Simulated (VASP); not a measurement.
# Si: single point with LDA

The system is Si.

```
Si
1.0
     2.47807    0.00000    0.00000
    -1.23903    2.14607    0.00000
     0.00000    0.00000    2.40899
Si
1
Direct
  0.00000 0.00000 0.00000
```

This cell differs from its parent crystal: strain -0.050 along x and y, -0.025 along z.

| Quantity | Value |
| --- | --- |
| Program | VASP 6.6.1 |
| Task | single point |
| Functional | LDA |
| Potentials or basis | VASP PAW LDA potentials, release 64 (Si) |
| Cutoff | 520 eV |
| k mesh | 24 × 24 × 24 |
| Occupations | gaussian, width 0.15 eV |
| Spin | no spin polarisation |
| Dipole correction | no |
| Further INCAR settings | ALGO = Normal; EDIFF = 1e-07; NBANDS = 8 |

| Property | Result |
| --- | --- |
| Pressure | 19.7 GPa |
| Band gap on the k mesh | zero (band 2 reaches 18.74 eV, above the bottom of band 3 at 6.36 eV) |

Stress tensor (GPa, compression positive):
```
22.96  0.00  0.00
 0.00 22.96  0.00
 0.00  0.00 13.15
```

Levels at points of the mesh, in eV from the Fermi level:
```
           k point  band 1  band 2  band 3  band 4  band 5  band 6
(0.00, 0.00, 0.00)  -15.37    7.22    7.83   12.47   12.47   13.16
(0.50, 0.00, 0.00)   -7.74   -7.64    6.23    6.91   13.77   15.03
(0.00, 0.00, 0.50)  -10.23   -8.20   15.86   15.86   16.38   16.38
(0.50, 0.00, 0.50)   -3.60   -2.12   -1.71    0.90   10.12   13.39
```

It took 42 s on 1 thread of Intel(R) Xeon(R) Platinum 8259CL CPU @ 2.50GHz (Skylake/Cascade Lake) (shared host), peak memory 0.16 GiB.

Caveat: the cell differs from its parent crystal (strain -0.050 along x and y, -0.025 along z).
